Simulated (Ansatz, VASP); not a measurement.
**One calculation of TaN, two programs**

Contents of INCAR:

```
SYSTEM = TaN
  PREC = Accurate
  ENCUT = 520
  EDIFF = 1E-6
  ISMEAR = 0
  SIGMA = 0.1
  LREAL = .FALSE.
  LASPH = .TRUE.
  NELM = 80
  ALGO = Normal
  ISIF = 2
  LWAVE = .FALSE.
  LCHARG = .FALSE.
  GGA = PS
  NBANDS = 33
```

The input KPOINTS:

```
Automatic mesh
0
G
  8 8 12
  0 0 0
```

Contents of POSCAR:

```
TaN
1.0
    5.1618741591     -0.0576053417     -0.0542869422
   -2.6308247689      4.3093101066     -0.0573647479
   -0.0304467600     -0.0547285600      2.7562314800
Ta N
3 3
Direct
    0.0517033238      0.0317615071      0.0805639615
    0.3807628274      0.6931167732      0.4518500688
    0.6299570462      0.3035939443      0.5354711142
    0.4547272424     -0.0406940134     -0.0565955983
    0.4667320661      0.4986058965     -0.0580605227
    0.0161194228      0.5136158922      0.0467675378
```

Input for Ansatz:

```yaml
crystal:
  lattice:
    - [5.1618741591, -0.0576053417, -0.0542869422]
    - [-2.6308247689, 4.3093101066, -0.0573647479]
    - [-0.03044676, -0.05472856, 2.75623148]
  atoms:
    - { symbol: Ta, position: [0.0517033238, 0.0317615071, 0.0805639615] }
    - { symbol: Ta, position: [0.3807628274, 0.6931167732, 0.4518500688] }
    - { symbol: Ta, position: [0.6299570462, 0.3035939443, 0.5354711142] }
    - { symbol: "N", position: [0.4547272424, -0.0406940134, -0.0565955983] }
    - { symbol: "N", position: [0.4667320661, 0.4986058965, -0.0580605227] }
    - { symbol: "N", position: [0.0161194228, 0.5136158922, 0.0467675378] }
basis:
  ecutwfc: 420
kpoints:
  mp_grid: { grid: [8, 8, 12] }
hamiltonian:
  xc: pbesol
scf:
  occupations: { method: gaussian, width: 0.1 }
output:
  forces: true
  stress: true
  eigenvalues: true
```

Change from the starting cell: all atoms moved at random, cell strained at random.

Alike in both runs: task single point; functional PBEsol; k mesh 8 × 8 × 12; occupations gaussian, width 0.1 eV; no spin polarisation.

|  | VASP | Ansatz |
| --- | --- | --- |
| version | VASP 6.6.1 | Ansatz 0.2.0 |
| potentials or method | VASP PAW PBE potentials, release 64 (Ta_pv, N), cutoff 520 eV | scalar-relativistic, plane waves, PAW |
| valence electrons in the cell | 48 | 54 |

|  | VASP | Ansatz | Ansatz less VASP |
| --- | --- | --- | --- |
| gap on the k mesh at the Fermi level (eV) | none | none | - |
| pressure (GPa) | 81.2 | 78.7 | -2.54 |
| traceless stress, the component that is largest in VASP (GPa) | -33.18 | -32.47 | +0.711 |
| rms of the force components (eV/Å) | 4.684 | 4.618 | -0.0659 |

VASP's potentials were made for PBE, not for PBEsol. Atom by atom the forces differ by 0.075 eV/Å (rms over components). A gap of «none» marks a metal or a gap that the smearing closes. Both programs put the cell under a high pressure, so it lies far from rest at this level. VASP's potentials hold 48 valence electrons a cell and Ansatz's 54, so a difference there can come from the potentials and not from the codes.

Neither program's run includes spin-orbit coupling. Noted on VASP's run: the cell as given lies far from equilibrium.
